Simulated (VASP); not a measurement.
# Al2O3 (R-3c) in VASP: a series of runs, part 2 of 2

VASP 6.6.1.

## Step 3: Single point, PBEsol (c/a of the conventional cell at fixed volume 3.0897)

Input file INCAR:

```
PREC     = Accurate       # precision mode
ENCUT    = 520            # plane-wave cutoff, eV
EDIFF    = 1E-6           # SCF threshold, eV
ISMEAR   = 0              # smearing method
SIGMA    = 0.05           # smearing width, eV
LREAL    = False          # projectors in reciprocal space
LASPH    = True           # aspherical terms in the spheres
NELM     = 60             # most SCF steps
ALGO     = Normal         # electronic algorithm
ISIF     = 2              # what is computed and relaxed
LWAVE    = False          # write WAVECAR
LCHARG   = False          # write CHGCAR
GGA      = PS             # functional
NBANDS   = 35             # bands
```

Input file KPOINTS:

```
regular mesh
0
Gamma
  6 6 6
```

Input file POSCAR:

```
Al2O3
1.0
    2.2891336982      1.3216319569      4.7151575915
   -2.2891336982      1.3216319569      4.7151575915
    0.0000000000     -2.6432639137      4.7151575915
Al O
4 6
Direct
    0.8635618459      0.8635618459      0.8635618459
    0.6364381541      0.6364381541      0.6364381541
    0.1364381541      0.1364381541      0.1364381541
    0.3635618459      0.3635618459      0.3635618459
    0.0558571577      0.4441428423      0.7500000000
    0.7500000000      0.0558571577      0.4441428423
    0.4441428423      0.7500000000      0.0558571577
    0.9441428423      0.5558571577      0.2500000000
    0.2500000000      0.9441428423      0.5558571577
    0.5558571577      0.2500000000      0.9441428423
```

Potentials or basis: VASP PAW PBE potentials, release 64 (Al, O).

Run with:

```
$ cat potpaw_PBE.64/Al/POTCAR potpaw_PBE.64/O/POTCAR > POTCAR
$ mpirun -np 1 vasp_std > vasp.out
```

OUTCAR:

```text
PREC = Accurate
   ENCUT = 520
   EDIFF = 1E-6
   ISMEAR = 0
   LREAL = False
   LASPH = True
   NELM = 60
   ISIF = 2
   GGA = PS

 ion  position               nearest neighbor table
   1  0.864  0.864  0.864-   8 1.76  10 1.76   9 1.76   6 2.13   5 2.13   7 2.13   3 2.78   3 2.78
                             3 2.78   2 3.04   2 3.04   2 3.04   2 3.21
   2  0.636  0.636  0.636-   8 1.76   9 1.76  10 1.76   7 2.13   5 2.13   6 2.13   4 2.78   4 2.78
                             4 2.78   1 3.04   1 3.04   1 3.04   1 3.21
   3  0.136  0.136  0.136-   5 1.76   7 1.76   6 1.76   9 2.13   8 2.13  10 2.13   1 2.78   1 2.78
[... 1141 lines left out ...]
  external PRESSURE =     114.8679129 kB  Pullay stress =       0.0000000 kB

 VOLUME and BASIS-vectors are now :
 -----------------------------------------------------------------------------
  energy-cutoff  :      520.00
  volume of cell :       85.59
      direct lattice vectors                 reciprocal lattice vectors
     2.289133698  1.321631957  4.715157591     0.218423240  0.126106717  0.070693996
    -2.289133698  1.321631957  4.715157591    -0.218423240  0.126106717  0.070693996
     0.000000000 -2.643263914  4.715157591     0.000000000 -0.252213433  0.070693996

 POSITION                                       TOTAL-FORCE (eV/Angst)
 -----------------------------------------------------------------------------------
      0.00000      0.00000     12.21549         0.000000     -0.000000     -2.415962
      0.00000      0.00000      9.00272         0.000000      0.000000      2.415962
      0.00000      0.00000      1.92998         0.000000      0.000000      2.415962
      0.00000      0.00000      5.14275         0.000000     -0.000000     -2.415962
     -0.88884     -1.32163      5.89395        -0.265285      0.000000      0.000000
      1.58899     -0.10894      5.89395         0.132642     -0.229743     -0.000000
     -0.70015      1.43057      5.89395         0.132642      0.229743     -0.000000
      0.88884      1.32163      8.25153         0.265285      0.000000     -0.000000
     -1.58899      0.10894      8.25153        -0.132642      0.229743     -0.000000
      0.70015     -1.43057      8.25153        -0.132642     -0.229743     -0.000000
 -----------------------------------------------------------------------------------
    total drift:                                0.000000      0.000000     -0.000000

  FREE ENERGIE OF THE ION-ELECTRON SYSTEM (eV)
  ---------------------------------------------------
  free  energy   TOTEN  =       -76.5065140753 eV

  energy  without entropy=      -76.5065140753  energy(sigma->0) =      -76.50651408
```

Run time: 61 s. Hardware: 1 thread of AMD EPYC 9R45 (Zen 5), shared host; peak memory 0.24 GiB.

Results:

```yaml
Free_energy: -76.5065 eV
Pressure: 11.5 GPa
Largest_force: 2.416 eV/Å
Band_gap_on_the_k_mesh: 5.21 eV, direct
```

Forces on the atoms (eV/Å):
```
Al   0.000  0.000 -2.416
Al   0.000  0.000  2.416
Al   0.000  0.000  2.416
Al   0.000  0.000 -2.416
O   -0.265  0.000  0.000
O    0.133 -0.230  0.000
O    0.133  0.230  0.000
O    0.265  0.000  0.000
O   -0.133  0.230  0.000
O   -0.133 -0.230  0.000
```

Stress tensor (GPa, compression positive):
```
 30.34   0.00   0.00
  0.00  30.34   0.00
  0.00   0.00 -26.21
```

Levels at points of the mesh, in eV from the valence-band top:
```tsv
k point	band 21	band 22	band 23	band 24	band 25	band 26	band 27	band 28
(0.00, 0.00, 0.00)	-0.54	-0.54	0.00	0.00	5.21	9.09	9.78	9.78
(0.50, 0.00, 0.00)	-1.34	-1.34	-0.70	-0.70	8.05	8.05	8.52	8.52
(0.50, 0.50, 0.00)	-1.45	-1.23	-1.02	-0.81	8.45	8.72	9.41	9.41
(0.50, 0.50, 0.50)	-0.30	-0.30	-0.30	-0.30	8.32	8.32	9.33	9.33
```

Caveat: the PAW data sets were made with another functional, which shifts forces and pressure a little.

## Step 4: Single point, PBEsol (c/a of the conventional cell at fixed volume 2.9080)

Input file INCAR:

```
SYSTEM = Al2O3
ALGO     = Normal         ! electronic algorithm
EDIFF    = 1E-7           ! SCF threshold, eV
ENCUT    = 520            ! plane-wave cutoff, eV
GGA      = PS             ! functional
ISIF     = 2              ! what is computed and relaxed
ISMEAR   = 0              ! smearing method
LASPH    = .True.         ! aspherical terms in the spheres
LCHARG   = .True.         ! write CHGCAR
LELF     = .True.         ! ELF
LREAL    = .False.        ! projectors in reciprocal space
LVHAR    = .True.       
LWAVE    = .False.        ! write WAVECAR
NBANDS   = 35             ! bands
NELM     = 60             ! most SCF steps
PREC     = Accurate       ! precision mode
SIGMA    = 0.05           ! smearing width, eV
```

Input file KPOINTS:

```
k-points
0
Gamma
  6 6 6
  0 0 0
```

Input file POSCAR:

```
Al2O3
1.0
    2.3358509594      1.3486041802      4.5284363933
   -2.3358509594      1.3486041802      4.5284363933
    0.0000000000     -2.6972083604      4.5284363933
Al O
4 6
Direct
    0.8520350473      0.8520350473      0.8520350473
    0.6479649527      0.6479649527      0.6479649527
    0.1479649527      0.1479649527      0.1479649527
    0.3520350473      0.3520350473      0.3520350473
    0.0558571577      0.4441428423      0.7500000000
    0.7500000000      0.0558571577      0.4441428423
    0.4441428423      0.7500000000      0.0558571577
    0.9441428423      0.5558571577      0.2500000000
    0.2500000000      0.9441428423      0.5558571577
    0.5558571577      0.2500000000      0.9441428423
```

Run with:

```
$ cat potpaw_PBE.64/Al/POTCAR potpaw_PBE.64/O/POTCAR > POTCAR
$ mpirun -np 1 vasp_std > vasp.out
```

Wall time 68 s (1 thread of AMD EPYC 9R45 (Zen 5), shared host); peak memory 0.24 GiB.

Results (log left out):

- Free energy: -78.3588 eV
- Pressure: 1.2 GPa
- Largest force: 0.365 eV/Å
- Band gap on the k mesh: 5.83 eV, direct

Forces on the atoms (eV/Å):
```
Al   0.000  0.000 -0.365
Al   0.000  0.000  0.365
Al   0.000  0.000  0.365
Al   0.000  0.000 -0.365
O    0.140  0.000  0.000
O   -0.070  0.121  0.000
O   -0.070 -0.121  0.000
O   -0.140  0.000  0.000
O    0.070 -0.121  0.000
O    0.070  0.121  0.000
```

Stress tensor (GPa, compression positive):
```
 10.12   0.00   0.00
  0.00  10.12   0.00
  0.00   0.00 -16.64
```

Levels at points of the mesh, in eV from the valence-band top:
```csv
k point,band 20,band 21,band 22,band 23,band 24,band 25,band 26,band 27,band 28,band 29
"(0.00, 0.00, 0.00)",-0.60,-0.52,-0.52,0.00,0.00,5.83,9.28,10.19,10.41,10.41
"(0.50, 0.00, 0.00)",-1.46,-1.07,-1.07,-0.52,-0.52,8.83,8.83,9.19,9.19,11.64
"(0.50, 0.50, 0.00)",-1.49,-1.12,-1.11,-0.95,-0.48,9.00,9.56,9.79,10.02,10.39
"(0.50, 0.50, 0.50)",-2.31,-0.30,-0.30,-0.30,-0.30,8.54,8.54,10.57,10.57,11.96
```

Caveat: the PAW data sets were made with another functional, which shifts forces and pressure a little.

## Step 5: Summary

| cell | gap on the mesh (eV) | pressure (GPa) | largest force (eV/Å) |
| --- | --- | --- | --- |
| a = 4.889 Å, angles 61.6°, 10 atoms | 4.74 | 1.5 | 2.74 |
| a = 5.406 Å, angles 50.1°, 10 atoms | 5.21 | 11.5 | 2.42 |
| a = 5.271 Å, angles 52.6°, 10 atoms | 5.83 | 1.2 | 0.36 |

Alike in all rows: task single point; level PBEsol; potentials or basis VASP PAW PBE potentials, release 64 (Al, O); no spin polarisation; k mesh 6 × 6 × 6; cutoff (eV) 520; smearing gaussian 0.05 eV.

Caveats: the PAW data sets were made with another functional, which shifts forces and pressure a little.

Absolute energies hang on the potentials; compare differences alone.
